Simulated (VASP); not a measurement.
# MgI2 (P-1) in VASP: single point with HSE06

Aim: the single point of MgI2 with HSE06.

All numbers are computed with VASP 6.6.1; they aren't measurements. Logs are shortened: lines on timing, memory, paths and dates and some standing lists are left out, and cuts for length are marked.

**1. The cell of the first run**

The typed cell holds 6 atoms: a = 4.399 Å, b = 4.401 Å, c = 16.112 Å, α = 95.68°, β = 94.03°, γ = 90.02°.

**2. Single point, HSE06**

POSCAR

```
MgI2
1.0
    4.3993444000      0.0000000000      0.0000000000
   -0.0017565000      4.4007033000      0.0000000000
   -1.1336343000     -1.5956483000     15.9924573000
Mg I
2 4
Direct
    0.5950240000      0.3590760000      0.7464400000
    0.4049760000      0.6409240000      0.2535600000
    0.1221850000      0.3969380000      0.8517610000
    0.8778150000      0.6030620000      0.1482390000
    0.5681820000      0.8209260000      0.6411620000
    0.4318180000      0.1790740000      0.3588380000
```

INCAR.step1

```
SYSTEM = MgI2
  PREC = Accurate
  ENCUT = 520
  EDIFF = 1E-5
  ISMEAR = 0
  SIGMA = 0.02
  LREAL = .False.
  LASPH = .True.
  NELM = 100
  ALGO = Normal
  ISIF = 2
  LWAVE = .True.
  LCHARG = .False.
  GGA = PE
  NBANDS = 25
```

INCAR.step2

```
SYSTEM = MgI2
  PREC = Accurate
  ENCUT = 520
  EDIFF = 1E-7
  ISMEAR = 0
  SIGMA = 0.02
  LREAL = .False.
  LASPH = .True.
  NELM = 100
  ALGO = Normal
  ISIF = 2
  LWAVE = .False.
  LCHARG = .False.
  GGA = PE
  LHFCALC = .True.
  HFSCREEN = 0.2079
  PRECFOCK = Fast
  ISTART = 1
  NBANDS = 25
```

KPOINTS

```
regular mesh
0
Gamma
  4 4 1
  0 0 0
```

Potentials or basis: VASP PAW PBE potentials, release 64 (Mg, I).

The run is started by

```
$ cat potpaw_PBE.64/Mg/POTCAR potpaw_PBE.64/I/POTCAR > POTCAR
$ cp INCAR.step1 INCAR
$ mpirun -np 1 vasp_std > vasp.out
$ cp INCAR.step2 INCAR
$ mpirun -np 1 vasp_std > vasp.out
```

OUTCAR:

```text
SYSTEM = MgI2
   PREC = Accurate
   ENCUT = 520
   EDIFF = 1E-7
   ISMEAR = 0
   LREAL = .False.
   LASPH = .True.
   NELM = 100
   ISIF = 2
   GGA = PE
   LHFCALC = .True.
   HFSCREEN = 0.2079
   PRECFOCK = Fast
   ISTART = 1

 ion  position               nearest neighbor table
   1  0.595  0.359  0.746-   3 2.77   3 2.77   5 2.77   5 2.77
   2  0.405  0.641  0.254-   4 2.77   4 2.77   6 2.77   6 2.77
   3  0.122  0.397  0.852-   1 2.77   1 2.77
   4  0.878  0.603  0.148-   2 2.77   2 2.77
   5  0.568  0.821  0.641-   1 2.77   1 2.77
   6  0.432  0.179  0.359-   2 2.77   2 2.77

  LATTYP: Found a triclinic cell.
 ALAT       =    16.2762445396
 B/A-ratio  =     0.2703758622
 C/A-ratio  =     0.2702923509
 COS(alpha) =     0.0003991407
 COS(beta)  =     0.0697575413
 COS(gamma) =     0.1723682604

  Lattice vectors:

 A1 = (  -1.1353908000,   2.8050550000,  15.9924573000)
 A2 = (  -0.0017565000,   4.4007033000,   0.0000000000)
 A3 = (  -4.3993444000,   0.0000000000,   0.0000000000)

Analysis of symmetry for initial positions (statically):
=====================================================================
 Subroutine PRICEL returns:
 Original cell was already a primitive cell.

 Routine SETGRP: Setting up the symmetry group for a
 triclinic supercell.

 Subroutine GETGRP returns: Found  2 space group operations
 (whereof  2 operations were pure point group operations)
 out of a pool of  2 trial point group operations.

The static configuration has the point symmetry S_2 .

Analysis of symmetry for dynamics (positions and initial velocities):
=====================================================================
 Subroutine PRICEL returns:
 Original cell was already a primitive cell.

 Routine SETGRP: Setting up the symmetry group for a
 triclinic supercell.

 Subroutine GETGRP returns: Found  2 space group operations
 (whereof  2 operations were pure point group operations)
 out of a pool of  2 trial point group operations.

The dynamic configuration has the point symmetry S_2 .

 Subroutine INISYM returns: Found  2 space group operations
 (whereof  2 operations are pure point group operations),
 and found     1 'primitive' translations

----------------------------------------------------------------------------------------

                                     Primitive cell

  volume of cell :     309.6173

  direct lattice vectors                    reciprocal lattice vectors
     4.399344400  0.000000000  0.000000000     0.227306596  0.000090727  0.016121808
    -0.001756500  4.400703300  0.000000000     0.000000000  0.227236406  0.022672525
    -1.133634300 -1.595648300 15.992457300     0.000000000  0.000000000  0.062529478

  length of vectors
     4.399344400  4.400703651 16.111794149     0.227877620  0.228364681  0.062529478

  position of ions in fractional coordinates (direct lattice)
     0.595024000  0.359076000  0.746440000
     0.404976000  0.640924000  0.253560000
     0.122185000  0.396938000  0.851761000
     0.877815000  0.603062000  0.148239000
     0.568182000  0.820926000  0.641162000
     0.431818000  0.179074000  0.358838000

  ion indices of the primitive-cell ions
   primitive index   ion index
                 1           1
                 2           2
                 3           3
                 4           4
                 5           5
                 6           6

----------------------------------------------------------------------------------------

 KPOINTS: regular mesh

Automatic generation of k-mesh.
 Grid dimensions read from file:
 generate k-points for:    4    4    1

 Generating k-lattice:

  Cartesian coordinates                     Fractional coordinates (reciprocal lattice)
     0.056826649  0.000022682  0.004030452     0.250000000 -0.000000000  0.000000000
     0.000000000  0.056809101  0.005668131     0.000000000  0.250000000  0.000000000
     0.000000000  0.000000000  0.062529478     0.000000000  0.000000000  1.000000000

  Length of vectors
     0.056969405  0.057091170  0.062529478

  Shift w.r.t. Gamma in fractional coordinates (k-lattice)
     0.000000000  0.000000000  0.000000000

 Subroutine IBZKPT returns following result:
 ===========================================

 Found     10 irreducible k-points:

 Following reciprocal coordinates:
            Coordinates               Weight
  0.000000  0.000000  0.000000      1.000000
  0.250000 -0.000000  0.000000      2.000000
  0.500000 -0.000000  0.000000      1.000000
  0.000000  0.250000  0.000000      2.000000
  0.250000  0.250000  0.000000      2.000000
  0.500000  0.250000  0.000000      2.000000
 -0.250000  0.250000 -0.000000      2.000000
  0.000000  0.500000  0.000000      1.000000
  0.250000  0.500000  0.000000      2.000000
  0.500000  0.500000  0.000000      1.000000
   k-points           NKPTS =     10   k-points in BZ     NKDIM =     16   number of bands    NBANDS=     25
   number of dos      NEDOS =    301   number of ions     NIONS =      6
   total plane-waves  NPLWV = 155520
   dimension x,y,z NGX =    36 NGY =   36 NGZ =  120
   dimension x,y,z NGXF=    72 NGYF=   72 NGZF=  240
   ions per type =               2   4
   NGX,Y,Z   is equivalent  to a cutoff of  13.60, 13.60, 12.38 a.u.
   NGXF,Y,Z  is equivalent  to a cutoff of  27.21, 27.20, 24.76 a.u.
 SYSTEM =  MgI2
   PREC   = accura    normal or accurate (medium, high low for compatibility)
   ISTART =      1    job   : 0-new  1-cont  2-samecut
   ICHARG =      0    charge: 1-file 2-atom 10-const
   ISPIN  =      1    spin polarized calculation?
   LNONCOLLINEAR =      F non collinear calculations
   LSORBIT =      F    spin-orbit coupling
   LASPH  =      T    aspherical Exc in radial PAW
   ENCUT  =  520.0 eV  38.22 Ry    6.18 a.u.   8.18  8.18 29.96*2*pi/ulx,y,z
   NELM   =    100;   NELMIN=  2; NELMDL=  0     # of ELM steps
   EDIFF  = 0.1E-06   stopping-criterion for ELM
   LREAL  =      F    real-space projection
   EDIFFG = 0.1E-05   stopping-criterion for IOM
   NSW    =      0    number of steps for IOM
   IBRION =     -1    ionic relax: 0-MD 1-quasi-New 2-CG
   NFREE  =      0    steps in history (QN), initial steepest desc. (CG)
   ISIF   =      2    stress and relaxation
   ISYM   =      3    0-nonsym 1-usesym 2-fastsym
   POTIM  = 0.5000    time-step for ionic-motion
   TEBEG  =    0.0;   TEEND  =   0.0 temperature during run
   PSTRESS=    0.0 pullay stress
   NELECT =      32.0000    total number of electrons
   NUPDOWN=      -1.0000    fix difference up-down
   EMIN   =  10.00;   EMAX   =-10.00  energy-range for DOS
   EFERMI =   0.00;   METHOD = LEGACY
   ISMEAR =     0;   SIGMA  =   0.02  broadening in eV -4-tet -1-fermi 0-gaus
   EFERMI_NEDOS =   21; number of points for ismear=-14 and -15
   IALGO  =     38    algorithm
   IMIX   =      1    mixing-type and parameters
     AMIX     =   0.40;   BMIX     =  1.00
     AMIX_MAG =   1.60;   BMIX_MAG =  1.00
  volume/ion in A,a.u.               =      51.60       348.23
  Fermi-wavevector in a.u.,A,eV,Ry     =   0.768274  1.451828  8.030780  0.590246
  Thomas-Fermi vector in A             =   1.869012
   LORBIT       =      0    0 simple, 1 ext, 2 COOP (PROOUT), +10 PAW based schemes
   GGA     = PE    functional components
   LHFCALC =     T    Hartree Fock is set to
   PRECFOCK=fast      Normal, Fast or Accurate (Low or Medium for compatibility)
   ENCUT4O =  -1.0   cutoff for four orbital integrals eV
   NKREDX  =     1    reduce k-point grid by
   NKREDY  =     1    reduce k-point grid by
   NKREDZ  =     1    reduce k-point grid by
   AEXX    =    0.2500 exact exchange contribution
   HFSCREEN=    0.2079 screening length (either q_TF or 0.3 A-1)
   HFSCREENC=   0.2079 screening length for correlation (either q_TF or 0.3 A-1)
   ENCUTFOCK=  -1.0 apply spherical cutoff to Coloumb kernel
   IVDW    =     0    specifies the selected vdW correction
   LEPSILON=     F    determine dielectric tensor
   LRPA    =     F    only Hartree local field effects (RPA)
 non-spin polarized calculation
 Gauss-broadening in eV      SIGMA  =   0.02
  energy-cutoff  :      520.00
  volume of cell :      309.62
 maximum number of plane-waves:      8358
 NGX is ok and might be reduce to    36
  NGX = 18; NGY = 18; NGZ = 70

 number of electron      31.9999999 magnetization

 Free energy of the ion-electron system (eV)
  ---------------------------------------------------
  ext. energy  EPLUGINS =         0.00000000
  ---------------------------------------------------
  free energy    TOTEN  =       -18.14471124 eV

  energy without entropy =      -18.14471124  energy(sigma->0) =      -18.14471124

 E-fermi :  -1.2579     XC(G=0):  -5.3876

 val. band max:       -1.4074649241   @ k =   0.5000  -0.0000   0.0000
 cond. band min:       2.9250015547   @ k =   0.0000   0.0000   0.0000
 fundamental gap:      4.3324664788
 Fermi energy:        -1.2579465836

 k-point     1 :       0.0000    0.0000    0.0000
  band No.  band energies     occupation
      1     -13.7542      2.00000
      2     -13.7326      2.00000
      3     -13.4347      2.00000
      4     -13.4093      2.00000
      5      -3.9754      2.00000
      6      -3.7507      2.00000
[... 17 lines left out ...]
     24       6.9868      0.00000
     25       7.0940      0.00000

 k-point     2 :       0.2500   -0.0000    0.0000
  band No.  band energies     occupation
      1     -13.6314      2.00000
      2     -13.6106      2.00000
      3     -13.3938      2.00000
      4     -13.3721      2.00000
      5      -4.0966      2.00000
      6      -4.0103      2.00000
[... 17 lines left out ...]
     24       6.7943      0.00000
     25       6.8913      0.00000

 k-point     3 :       0.5000   -0.0000    0.0000
  band No.  band energies     occupation
      1     -13.4696      2.00000
      2     -13.4445      2.00000
      3     -13.3834      2.00000
      4     -13.3713      2.00000
      5      -4.6458      2.00000
      6      -4.6065      2.00000
[... 160 lines left out ...]
 k-point     9 :       0.2500    0.5000    0.0000
  band No.  band energies     occupation
      1     -13.3670      2.00000
      2     -13.3522      2.00000
      3     -13.3206      2.00000
      4     -13.3163      2.00000
      5      -4.5648      2.00000
      6      -4.5542      2.00000
[... 17 lines left out ...]
     24       6.6633      0.00000
     25       7.0737      0.00000

 k-point    10 :       0.5000    0.5000    0.0000
  band No.  band energies     occupation
      1     -13.2617      2.00000
      2     -13.2588      2.00000
      3     -13.2546      2.00000
      4     -13.2507      2.00000
      5      -4.6984      2.00000
      6      -4.6918      2.00000
[... 17 lines left out ...]
     24       6.3357      0.00000
     25       7.4814      0.00000

------------------------ aborting loop because EDIFF is reached ----------------------------------------

  FORCE on cell =-STRESS in cart. coord.  units (eV):
  Direction    XX          YY          ZZ          XY          YZ          ZX
  --------------------------------------------------------------------------------------
  -------------------------------------------------------------------------------------
  Total       -0.7578709     -0.7623965     -1.0234443      0.0000440     -0.0000214     -0.0034352
  in kB       -3.9217561     -3.9451744     -5.2960192      0.0002274     -0.0001106     -0.0177760
  external PRESSURE =      -4.3876499 kB  Pullay stress =       0.0000000 kB

 VOLUME and BASIS-vectors are now :
 -----------------------------------------------------------------------------
  energy-cutoff  :      520.00
  volume of cell :      309.62
      direct lattice vectors                 reciprocal lattice vectors
     4.399344400  0.000000000  0.000000000     0.227306596  0.000090727  0.016121808
    -0.001756500  4.400703300  0.000000000     0.000000000  0.227236406  0.022672525
    -1.133634300 -1.595648300 15.992457300     0.000000000  0.000000000  0.062529478

 POSITION                                       TOTAL-FORCE (eV/Angst)
 -----------------------------------------------------------------------------------
      1.77089      0.38913     11.93741        -0.000434      0.000496     -0.000285
      1.49306      2.41592      4.05505         0.000434     -0.000496      0.000285
     -0.42875      0.38770     13.62175         0.002089      0.000663     -0.143604
      3.69270      2.41736      2.37071        -0.002089     -0.000663      0.143604
      1.77134      2.58958     10.25376        -0.000409     -0.002364      0.142739
      1.49261      0.21547      5.73870         0.000409      0.002364     -0.142739
 -----------------------------------------------------------------------------------
    total drift:                                0.000000     -0.000000     -0.000000

  FREE ENERGIE OF THE ION-ELECTRON SYSTEM (eV)
  ---------------------------------------------------
  free  energy   TOTEN  =       -18.1447112375 eV

  energy  without entropy=      -18.1447112375  energy(sigma->0) =      -18.14471124
```

It took 18 min on 1 thread of AMD EPYC 7R43 (Zen 3), shared host; peak memory 0.53 GiB.

What came out:

```
Free energy            : -18.1447 eV
Pressure               : -0.4 GPa
Largest force          : 0.144 eV/Å
Band gap on the k mesh : 4.33 eV (least direct gap 4.48 eV)
```

Forces on the atoms (eV/Å):
```
Mg   0.000  0.000  0.000
Mg   0.000  0.000  0.000
I    0.002  0.001 -0.144
I   -0.002 -0.001  0.144
I    0.000 -0.002  0.143
I    0.000  0.002 -0.143
```

Levels at points of the mesh, in eV from the valence-band top:
| k point | band 13 | band 14 | band 15 | band 16 | band 17 | band 18 | band 19 | band 20 |
| --- | --- | --- | --- | --- | --- | --- | --- | --- |
| (0.00, 0.00, 0.00) | -0.18 | -0.17 | -0.15 | -0.14 | 4.33 | 4.89 | 5.28 | 5.31 |
| (0.50, 0.00, 0.00) | -0.94 | -0.80 | -0.01 | 0.00 | 5.12 | 5.40 | 6.61 | 6.94 |
| (0.00, 0.50, 0.00) | -0.90 | -0.84 | -0.01 | 0.00 | 5.16 | 5.35 | 6.65 | 6.88 |
| (0.50, 0.50, 0.00) | -1.21 | -1.16 | -0.91 | -0.89 | 5.61 | 5.62 | 5.63 | 5.77 |

Caveat: the PAW data sets were made with another functional, which shifts forces and pressure a little; spin-orbit coupling is left out, which moves the levels of the heavy elements; an odd mesh through Γ misses points on the zone boundary, where band edges can lie.
